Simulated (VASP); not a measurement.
# Ca (P6/mmm) in VASP: notebook

Ca is run at these levels: RPBE; tasks: single point.

Everything below comes from runs of VASP 6.6.1. Logs are shortened: lines on timing, memory, paths and dates and some standing lists are left out, and cuts for length are marked.

### 1 The cell of the first run

It takes space group P6/mmm (No. 191, hexagonal). Conventional cell: a = 6.301 Å, b = 6.301 Å, c = 3.768 Å, α = 90.00°, β = 90.00°, γ = 120.00°. Within 4.9 Å of Ca (site symmetry 6/mmm) lie 14 Ca at 3.77 to 4.10 Å. Ca (site symmetry -6m2) has 11 Ca at 3.64 to 4.10 Å within 4.8 Å.

This isn't the form of Ca at room conditions, which is fcc.

### 2 Single point, RPBE (43.19 Å³/atom)

INCAR

```
PREC     = Accurate       # precision mode
ENCUT    = 520            # plane-wave cutoff, eV
EDIFF    = 1E-6           # SCF threshold, eV
ISMEAR   = -1             # smearing method
SIGMA    = 0.1            # smearing width, eV
LREAL    = False          # projectors in reciprocal space
LASPH    = True           # aspherical terms in the spheres
NELM     = 60             # most SCF steps
ALGO     = Normal         # electronic algorithm
ISIF     = 2              # what is computed and relaxed
LWAVE    = False          # write WAVECAR
LCHARG   = True           # write CHGCAR
GGA      = RP             # functional
LELF     = True           # ELF
LVHAR    = True         
NBANDS   = 22             # bands
```

KPOINTS

```
regular mesh
0
Gamma
  7 7 9
```

POSCAR

```
Ca
1.0
    6.3006739503      0.0000000000      0.0000000000
   -3.1503369751      5.4565437019      0.0000000000
    0.0000000000      0.0000000000      3.7683524808
Ca
3
Direct
    0.0000000000      0.0000000000      0.0000000000
    0.3333333333      0.6666666667      0.5000000000
    0.6666666667      0.3333333333      0.5000000000
```

Potentials or basis: VASP PAW PBE potentials, release 64 (Ca_sv).

On the command line:

```sh
$ cat potpaw_PBE.64/Ca_sv/POTCAR > POTCAR
$ mpirun -np 1 vasp_std > vasp.out
```

OUTCAR:

```text
PREC = Accurate
   ENCUT = 520
   EDIFF = 1E-6
   ISMEAR = -1
   LREAL = False
   LASPH = True
   NELM = 60
   ISIF = 2
   GGA = RP

 ion  position               nearest neighbor table
   1  0.000  0.000  0.000-
   2  0.333  0.667  0.500-
   3  0.667  0.333  0.500-

  LATTYP: Found a hexagonal cell.
 ALAT       =     6.3006739503
 C/A-ratio  =     0.5980872063

  Lattice vectors:

 A1 = (   6.3006739503,   0.0000000000,   0.0000000000)
 A2 = (  -3.1503369751,   5.4565437019,   0.0000000000)
 A3 = (   0.0000000000,   0.0000000000,   3.7683524808)

Analysis of symmetry for initial positions (statically):
=====================================================================
 Subroutine PRICEL returns:
 Original cell was already a primitive cell.

 Routine SETGRP: Setting up the symmetry group for a
 hexagonal supercell.

 Subroutine GETGRP returns: Found 24 space group operations
 (whereof 24 operations were pure point group operations)
 out of a pool of 24 trial point group operations.

The static configuration has the point symmetry D_6h.

Analysis of symmetry for dynamics (positions and initial velocities):
=====================================================================
 Subroutine PRICEL returns:
 Original cell was already a primitive cell.

 Routine SETGRP: Setting up the symmetry group for a
 hexagonal supercell.

 Subroutine GETGRP returns: Found 24 space group operations
 (whereof 24 operations were pure point group operations)
 out of a pool of 24 trial point group operations.

The dynamic configuration has the point symmetry D_6h.

 Subroutine INISYM returns: Found 24 space group operations
 (whereof 24 operations are pure point group operations),
 and found     1 'primitive' translations

----------------------------------------------------------------------------------------

                                     Primitive cell

  volume of cell :     129.5556

  direct lattice vectors                    reciprocal lattice vectors
     6.300673950  0.000000000  0.000000000     0.158713180  0.091633097  0.000000000
    -3.150336975  5.456543702  0.000000000     0.000000000  0.183266195  0.000000000
     0.000000000  0.000000000  3.768352481     0.000000000  0.000000000  0.265367957

  length of vectors
     6.300673950  6.300673950  3.768352481     0.183266195  0.183266195  0.265367957

  position of ions in fractional coordinates (direct lattice)
     0.000000000  0.000000000  0.000000000
     0.333333333  0.666666667  0.500000000
     0.666666667  0.333333333  0.500000000

  ion indices of the primitive-cell ions
   primitive index   ion index
                 1           1
                 2           2
                 3           3

----------------------------------------------------------------------------------------

 KPOINTS: regular mesh

Automatic generation of k-mesh.
 Grid dimensions read from file:
 generate k-points for:    7    7    9

 Generating k-lattice:

  Cartesian coordinates                     Fractional coordinates (reciprocal lattice)
     0.022673311  0.013090442  0.000000000     0.142857143  0.000000000  0.000000000
     0.000000000  0.026180885  0.000000000     0.000000000  0.142857143  0.000000000
     0.000000000  0.000000000  0.029485329     0.000000000  0.000000000  0.111111111

  Length of vectors
     0.026180885  0.026180885  0.029485329

  Shift w.r.t. Gamma in fractional coordinates (k-lattice)
     0.000000000  0.000000000  0.000000000

 Subroutine IBZKPT returns following result:
 ===========================================

 Found     40 irreducible k-points:

 Following reciprocal coordinates:
            Coordinates               Weight
  0.000000  0.000000  0.000000      1.000000
  0.142857  0.000000  0.000000      6.000000
  0.285714  0.000000  0.000000      6.000000
  0.428571 -0.000000  0.000000      6.000000
  0.142857  0.142857  0.000000      6.000000
  0.285714  0.142857  0.000000     12.000000
[... 16 lines left out ...]
  0.428571  0.142857  0.222222     12.000000
  0.285714  0.285714  0.222222     12.000000
 [... further k-points ...]
   k-points           NKPTS =     40   k-points in BZ     NKDIM =     40   number of bands    NBANDS=     22
   number of dos      NEDOS =    301   number of ions     NIONS =      3
   total plane-waves  NPLWV =  64512
   dimension x,y,z NGX =    48 NGY =   48 NGZ =   28
   dimension x,y,z NGXF=    96 NGYF=   96 NGZF=   56
   ions per type =               3
   NGX,Y,Z   is equivalent  to a cutoff of  12.67, 12.67, 12.35 a.u.
   NGXF,Y,Z  is equivalent  to a cutoff of  25.33, 25.33, 24.71 a.u.
 SYSTEM =  unknown system
   PREC   = accura    normal or accurate (medium, high low for compatibility)
   ISTART =      0    job   : 0-new  1-cont  2-samecut
   ICHARG =      2    charge: 1-file 2-atom 10-const
   ISPIN  =      1    spin polarized calculation?
   LNONCOLLINEAR =      F non collinear calculations
   LSORBIT =      F    spin-orbit coupling
   LASPH  =      T    aspherical Exc in radial PAW
   ENCUT  =  520.0 eV  38.22 Ry    6.18 a.u.  11.72 11.72  7.01*2*pi/ulx,y,z
   NELM   =     60;   NELMIN=  2; NELMDL= -5     # of ELM steps
   EDIFF  = 0.1E-05   stopping-criterion for ELM
   LREAL  =      F    real-space projection
   EDIFFG = 0.1E-04   stopping-criterion for IOM
   NSW    =      0    number of steps for IOM
   IBRION =     -1    ionic relax: 0-MD 1-quasi-New 2-CG
   NFREE  =      0    steps in history (QN), initial steepest desc. (CG)
   ISIF   =      2    stress and relaxation
   ISYM   =      2    0-nonsym 1-usesym 2-fastsym
   POTIM  = 0.5000    time-step for ionic-motion
   TEBEG  =    0.0;   TEEND  =   0.0 temperature during run
   PSTRESS=    0.0 pullay stress
   NELECT =      30.0000    total number of electrons
   NUPDOWN=      -1.0000    fix difference up-down
   EMIN   =  10.00;   EMAX   =-10.00  energy-range for DOS
   EFERMI =   0.00;   METHOD = LEGACY
   ISMEAR =    -1;   SIGMA  =   0.10  broadening in eV -4-tet -1-fermi 0-gaus
   EFERMI_NEDOS =   21; number of points for ismear=-14 and -15
   IALGO  =     38    algorithm
   IMIX   =      4    mixing-type and parameters
     AMIX     =   0.40;   BMIX     =  1.00
     AMIX_MAG =   1.60;   BMIX_MAG =  1.00
  volume/ion in A,a.u.               =      43.19       291.43
  Fermi-wavevector in a.u.,A,eV,Ry     =   1.005302  1.899745 13.750483  1.010632
  Thomas-Fermi vector in A             =   2.137973
   LORBIT       =      0    0 simple, 1 ext, 2 COOP (PROOUT), +10 PAW based schemes
   GGA     = RP    functional components
   LHFCALC =     F    Hartree Fock is set to
   AEXX    =    0.0000 exact exchange contribution
   IVDW    =     0    specifies the selected vdW correction
   LEPSILON=     F    determine dielectric tensor
   LRPA    =     F    only Hartree local field effects (RPA)
 non-spin polarized calculation
  energy-cutoff  :      520.00
  volume of cell :      129.56
 maximum number of plane-waves:      3503
 NGX is ok and might be reduce to    48
   NGX = 23   NGY = 23   NGZ = 15

 number of electron      29.9999993 magnetization

 Free energy of the ion-electron system (eV)
  ---------------------------------------------------
  ext. energy  EPLUGINS =         0.00000000
  ---------------------------------------------------
  free energy    TOTEN  =        -5.14758409 eV

  energy without entropy =       -4.99906688  energy(sigma->0) =       -5.07332549

 E-fermi :   1.9992     XC(G=0):  -7.5394

 val. band max:        1.9893724321   @ k =   0.2857   0.0000   0.2222
 cond. band min:       2.0053042362   @ k =   0.1429   0.0000   0.0000
 fundamental gap:      0.0159318040
 Fermi energy:         1.9992034090

 k-point     1 :       0.0000    0.0000    0.0000
  band No.  band energies     occupation
      1     -40.2521      2.00000
      2     -40.2349      2.00000
      3     -40.1609      2.00000
      4     -21.2250      2.00000
      5     -21.2250      2.00000
      6     -21.1417      2.00000
[... 14 lines left out ...]
     21       4.5877      0.00000
     22       4.5877      0.00000

 k-point     2 :       0.1429    0.0000    0.0000
  band No.  band energies     occupation
      1     -40.2514      2.00000
      2     -40.2357      2.00000
      3     -40.1609      2.00000
      4     -21.2284      2.00000
      5     -21.2231      2.00000
      6     -21.1396      2.00000
[... 14 lines left out ...]
     21       4.4519      0.00000
     22       4.6732      0.00000

 k-point     3 :       0.2857    0.0000    0.0000
  band No.  band energies     occupation
      1     -40.2492      2.00000
      2     -40.2377      2.00000
      3     -40.1610      2.00000
      4     -21.2351      2.00000
      5     -21.2156      2.00000
      6     -21.1414      2.00000
[... 14 lines left out ...]
     21       4.0994      0.00000
     22       4.6819      0.00000

 k-point     4 :       0.4286   -0.0000    0.0000
  band No.  band energies     occupation
      1     -40.2468      2.00000
      2     -40.2401      2.00000
      3     -40.1611      2.00000
      4     -21.2399      2.00000
      5     -21.2035      2.00000
      6     -21.1529      2.00000
[... 14 lines left out ...]
     21       3.8570      0.00000
     22       4.5802      0.00000

 k-point     5 :       0.1429    0.1429    0.0000
  band No.  band energies     occupation
      1     -40.2499      2.00000
      2     -40.2371      2.00000
      3     -40.1610      2.00000
      4     -21.2325      2.00000
      5     -21.2190      2.00000
      6     -21.1404      2.00000
[... 417 lines left out ...]
 k-point    22 :       0.2857    0.1429    0.2222
  band No.  band energies     occupation
      1     -40.2445      2.00000
      2     -40.2365      2.00000
      3     -40.1582      2.00000
      4     -21.2312      2.00000
      5     -21.2021      2.00000
      6     -21.1646      2.00000
[... 14 lines left out ...]
     21       3.9706      0.00000
     22       4.1366      0.00000

 k-point    23 :       0.4286    0.1429    0.2222
  band No.  band energies     occupation
      1     -40.2427      2.00000
      2     -40.2383      2.00000
      3     -40.1582      2.00000
      4     -21.2331      2.00000
      5     -21.1944      2.00000
      6     -21.1646      2.00000
[... 14 lines left out ...]
     21       3.9165      0.00000
     22       4.1545      0.00000

 k-point    24 :       0.2857    0.2857    0.2222
  band No.  band energies     occupation
      1     -40.2421      2.00000
      2     -40.2389      2.00000
      3     -40.1582      2.00000
      4     -21.2336      2.00000
      5     -21.1879      2.00000
      6     -21.1674      2.00000
[... 14 lines left out ...]
     21       3.8024      0.00000
     22       4.2865      0.00000

 [... further k-points ...]

------------------------ aborting loop because EDIFF is reached ----------------------------------------

  FORCE on cell =-STRESS in cart. coord.  units (eV):
  Direction    XX          YY          ZZ          XY          YZ          ZX
  --------------------------------------------------------------------------------------
  -------------------------------------------------------------------------------------
  Total        0.6051383      0.6051383      0.4987984      0.0000000      0.0000000      0.0000000
  in kB        7.4835736      7.4835736      6.1684982      0.0000000      0.0000000      0.0000000
  external PRESSURE =       7.0452151 kB  Pullay stress =       0.0000000 kB

 VOLUME and BASIS-vectors are now :
 -----------------------------------------------------------------------------
  energy-cutoff  :      520.00
  volume of cell :      129.56
      direct lattice vectors                 reciprocal lattice vectors
     6.300673950  0.000000000  0.000000000     0.158713180  0.091633097  0.000000000
    -3.150336975  5.456543702  0.000000000     0.000000000  0.183266195  0.000000000
     0.000000000  0.000000000  3.768352481     0.000000000  0.000000000  0.265367957

 POSITION                                       TOTAL-FORCE (eV/Angst)
 -----------------------------------------------------------------------------------
      0.00000      0.00000      0.00000        -0.000000      0.000000      0.000000
     -0.00000      3.63770      1.88418         0.000000      0.000000      0.000000
      3.15034      1.81885      1.88418        -0.000000      0.000000      0.000000
 -----------------------------------------------------------------------------------
    total drift:                               -0.000000      0.000000     -0.000000

  FREE ENERGIE OF THE ION-ELECTRON SYSTEM (eV)
  ---------------------------------------------------
  free  energy   TOTEN  =        -5.1475840946 eV

  energy  without entropy=       -4.9990668765  energy(sigma->0) =       -5.07332549
```

It took 3.3 min on 1 thread of Oxide Virtual Turin-like, shared host; peak memory 0.24 GiB.

What came out:

- Free energy: -5.1476 eV
- Pressure: 0.7 GPa
- Band gap on the k mesh: zero (bands 15 and 16 overlap by 0.38 eV)

Levels at points of the mesh, in eV from the Fermi level:
```tsv
k point	band 11	band 12	band 13	band 14	band 15	band 16	band 17	band 18	band 19	band 20
(0.00, 0.00, 0.00)	-23.06	-23.04	-3.99	0.14	0.14	0.16	0.16	0.17	0.78	2.05
```

Caveat: the PAW data sets were made with another functional, which shifts forces and pressure a little.

(Continued in part 2 of 2.)
